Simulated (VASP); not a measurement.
# ZnO in VASP: a series of runs, part 2 of 3

VASP 6.6.1.

### Step 3. Single point, PBE (strain +0.5%)

INCAR reads:

```
PREC     = Accurate       # precision mode
ENCUT    = 520            # plane-wave cutoff, eV
EDIFF    = 1E-7           # SCF threshold, eV
ISMEAR   = -1             # smearing method
SIGMA    = 0.02           # smearing width, eV
LREAL    = F              # projectors in reciprocal space
LASPH    = T              # aspherical terms in the spheres
NELM     = 80             # most SCF steps
ALGO     = Normal         # electronic algorithm
ISIF     = 2              # what is computed and relaxed
LWAVE    = F              # write WAVECAR
LCHARG   = F              # write CHGCAR
GGA      = PE             # functional
NBANDS   = 16             # bands
```

KPOINTS reads:

```
Automatic mesh
0
Gamma
  10 10 10
```

POSCAR reads:

```
ZnO
1.0
    0.0000000000      2.1444392384      2.1444392384
    2.1444392384      0.0000000000      2.1444392384
    2.1444392384      2.1444392384      0.0000000000
Zn O
1 1
Direct
    0.0000000000      0.0000000000      0.0000000000
    0.5000000000      0.5000000000      0.5000000000
```

Potentials or basis: VASP PAW PBE potentials, release 64 (Zn, O).

Run with:

```sh
> cat potpaw_PBE.64/Zn/POTCAR potpaw_PBE.64/O/POTCAR > POTCAR
> mpirun -np 1 vasp_std > vasp.out
```

It took 48 s on 1 thread of AMD EPYC 7R13, shared host; peak memory 0.11 GiB.

The run converged. Its results:

| Item | Value |
| --- | --- |
| Free energy | -8.6188 eV |
| Pressure | 6.2 GPa |
| Band gap on the k mesh | 0.85 eV, indirect (least direct gap 2.19 eV) |

Levels at points of the mesh, in eV from the valence-band top:
```tsv
k point	band 7	band 8	band 9	band 10	band 11	band 12
(0.00, 0.00, 0.00)	-1.34	-1.34	-1.34	0.85	17.94	17.94
(0.50, 0.00, 0.00)	-3.60	0.00	0.00	5.42	9.03	12.78
(0.50, 0.50, 0.00)	-4.01	-2.77	-2.77	4.19	10.63	11.26
```

Caveat: the cell differs from its parent crystal (strain +0.5%). A k mesh can miss the band edges.

### Step 4. Single point, r2SCAN

POSCAR reads:

```
ZnO
1.0
    0.0000000000      2.1337703864      2.1337703864
    2.1337703864      0.0000000000      2.1337703864
    2.1337703864      2.1337703864      0.0000000000
Zn O
1 1
Direct
    0.0000000000      0.0000000000      0.0000000000
    0.5000000000      0.5000000000      0.5000000000
```

INCAR.step1 reads:

```
SYSTEM = ZnO
ALGO     = Normal         ! electronic algorithm
EDIFF    = 1E-4           ! SCF threshold, eV
ENCUT    = 520            ! plane-wave cutoff, eV
GGA      = PE             ! functional
ISMEAR   = 0              ! smearing method
LASPH    = .TRUE.         ! aspherical terms in the spheres
LCHARG   = .FALSE.        ! write CHGCAR
LREAL    = .FALSE.        ! projectors in reciprocal space
LWAVE    = .TRUE.         ! write WAVECAR
NBANDS   = 16             ! bands
NELM     = 80             ! most SCF steps
PREC     = Accurate       ! precision mode
SIGMA    = 0.01           ! smearing width, eV
```

INCAR.step2 reads:

```
SYSTEM = ZnO
ALGO     = Normal         ! electronic algorithm
EDIFF    = 1E-7           ! SCF threshold, eV
ENCUT    = 520            ! plane-wave cutoff, eV
ISIF     = 2              ! what is computed and relaxed
ISMEAR   = 0              ! smearing method
ISTART   = 1            
LASPH    = .TRUE.         ! aspherical terms in the spheres
LCHARG   = .FALSE.        ! write CHGCAR
LMIXTAU  = .TRUE.       
LREAL    = .FALSE.        ! projectors in reciprocal space
LWAVE    = .FALSE.        ! write WAVECAR
METAGGA  = R2SCAN         ! meta-GGA
NBANDS   = 16             ! bands
NELM     = 80             ! most SCF steps
PREC     = Accurate       ! precision mode
SIGMA    = 0.01           ! smearing width, eV
```

KPOINTS reads:

```
k-points
0
G
  10 10 10
  0 0 0
```

Potentials or basis: VASP PAW PBE potentials, release 64 (Zn, O).

Run with:

```sh
> cat potpaw_PBE.64/Zn/POTCAR potpaw_PBE.64/O/POTCAR > POTCAR
> cp INCAR.step1 INCAR
> mpirun -np 1 vasp_std > vasp.out
> cp INCAR.step2 INCAR
> mpirun -np 1 vasp_std > vasp.out
```

OUTCAR:

```text
SYSTEM = ZnO
   EDIFF = 1E-7
   ENCUT = 520
   ISIF = 2
   ISMEAR = 0
   ISTART = 1
   LASPH = .TRUE.
   LREAL = .FALSE.
   METAGGA = R2SCAN
   NELM = 80
   PREC = Accurate

 ion  position               nearest neighbor table
   1  0.000  0.000  0.000-   2 2.13   2 2.13   2 2.13   2 2.13   2 2.13   2 2.13
   2  0.500  0.500  0.500-   1 2.13   1 2.13   1 2.13   1 2.13   1 2.13   1 2.13

  LATTYP: Found a face centered cubic cell.
 ALAT       =     4.2675407728

  Lattice vectors:

 A1 = (   0.0000000000,   2.1337703864,   2.1337703864)
 A2 = (   2.1337703864,   0.0000000000,   2.1337703864)
 A3 = (   2.1337703864,   2.1337703864,   0.0000000000)

Analysis of symmetry for initial positions (statically):
=====================================================================
 Subroutine PRICEL returns:
 Original cell was already a primitive cell.

 Routine SETGRP: Setting up the symmetry group for a
 face centered cubic supercell.

 Subroutine GETGRP returns: Found 48 space group operations
 (whereof 48 operations were pure point group operations)
 out of a pool of 48 trial point group operations.

The static configuration has the point symmetry O_h .

Analysis of symmetry for dynamics (positions and initial velocities):
=====================================================================
 Subroutine PRICEL returns:
 Original cell was already a primitive cell.

 Routine SETGRP: Setting up the symmetry group for a
 face centered cubic supercell.

 Subroutine GETGRP returns: Found 48 space group operations
 (whereof 48 operations were pure point group operations)
 out of a pool of 48 trial point group operations.

The dynamic configuration has the point symmetry O_h .

 Subroutine INISYM returns: Found 48 space group operations
 (whereof 48 operations are pure point group operations),
 and found     1 'primitive' translations

----------------------------------------------------------------------------------------

                                     Primitive cell

[... 112 lines left out ...]
  Fermi-wavevector in a.u.,A,eV,Ry     =   1.595908  3.015830 34.653003  2.546924
  Thomas-Fermi vector in A             =   2.693754
   LORBIT       =      0    0 simple, 1 ext, 2 COOP (PROOUT), +10 PAW based schemes
   METAGGA = R2SCAN    functional components
   LHFCALC =     F    Hartree Fock is set to
   AEXX    =    0.0000 exact exchange contribution
   IVDW    =     0    specifies the selected vdW correction
   LEPSILON=     F    determine dielectric tensor
   LRPA    =     F    only Hartree local field effects (RPA)
 non-spin polarized calculation
 Gauss-broadening in eV      SIGMA  =   0.01
  energy-cutoff  :      520.00
  volume of cell :       19.43
 maximum number of plane-waves:       544
 NGX is ok and might be reduce to    24
   NGX = 11   NGY = 11   NGZ = 11

 number of electron      18.0000003 magnetization

 Free energy of the ion-electron system (eV)
  ---------------------------------------------------
  ext. energy  EPLUGINS =         0.00000000
  ---------------------------------------------------
  free energy    TOTEN  =       -17.94897031 eV

  energy without entropy =      -17.94897031  energy(sigma->0) =      -17.94897031

 E-fermi :   2.6125     XC(G=0): -13.1269

 val. band max:        2.4556674727   @ k =   0.5000   0.0000   0.0000
 cond. band min:       4.0024478090   @ k =   0.0000   0.0000   0.0000
 fundamental gap:      1.5467803363
 Fermi energy:         2.6125476604

 k-point     1 :       0.0000    0.0000    0.0000
  band No.  band energies     occupation
      1     -17.1543      2.00000
      2      -2.4582      2.00000
      3      -2.4582      2.00000
      4      -2.4582      2.00000
      5      -2.2702      2.00000
      6      -2.2702      2.00000
[... 433 lines left out ...]
      3      -2.8642      2.00000
      4      -2.4675      2.00000
      5      -2.2286      2.00000
      6      -2.0231      2.00000
[... 8 lines left out ...]
     15      31.1787      0.00000
     16      31.6981      0.00000

 [... further k-points ...]

------------------------ aborting loop because EDIFF is reached ----------------------------------------

  FORCE on cell =-STRESS in cart. coord.  units (eV):
  Direction    XX          YY          ZZ          XY          YZ          ZX
  --------------------------------------------------------------------------------------
  -------------------------------------------------------------------------------------
  Total        0.1769144      0.1769144      0.1769144      0.0000000      0.0000000      0.0000000
  in kB       14.5881702     14.5881702     14.5881702      0.0000000      0.0000000      0.0000000
  external PRESSURE =      14.5881702 kB  Pullay stress =       0.0000000 kB

 VOLUME and BASIS-vectors are now :
 -----------------------------------------------------------------------------
  energy-cutoff  :      520.00
  volume of cell :       19.43
      direct lattice vectors                 reciprocal lattice vectors
     0.000000000  2.133770386  2.133770386    -0.234326994  0.234326994  0.234326994
     2.133770386  0.000000000  2.133770386     0.234326994 -0.234326994  0.234326994
     2.133770386  2.133770386  0.000000000     0.234326994  0.234326994 -0.234326994

 POSITION                                       TOTAL-FORCE (eV/Angst)
 -----------------------------------------------------------------------------------
      0.00000      0.00000      0.00000         0.000000     -0.000000      0.000000
      2.13377      2.13377      2.13377        -0.000000      0.000000     -0.000000
 -----------------------------------------------------------------------------------
    total drift:                                0.000000     -0.000000     -0.000000

  FREE ENERGIE OF THE ION-ELECTRON SYSTEM (eV)
  ---------------------------------------------------
  free  energy   TOTEN  =       -17.9489703102 eV

  energy  without entropy=      -17.9489703102  energy(sigma->0) =      -17.94897031
```

Wall time 3.8 min (1 thread of AMD EPYC 7R13, shared host); peak memory 0.12 GiB.

Results:

| Quantity | Value |
| --- | --- |
| Free energy | -17.9490 eV |
| Pressure | 1.5 GPa |
| Band gap on the k mesh | 1.55 eV, indirect (least direct gap 2.98 eV) |

Caveat: the PAW data sets were made with another functional, which shifts forces and pressure a little. A k mesh can miss the band edges.

(Part 2 of 3 ends here.)
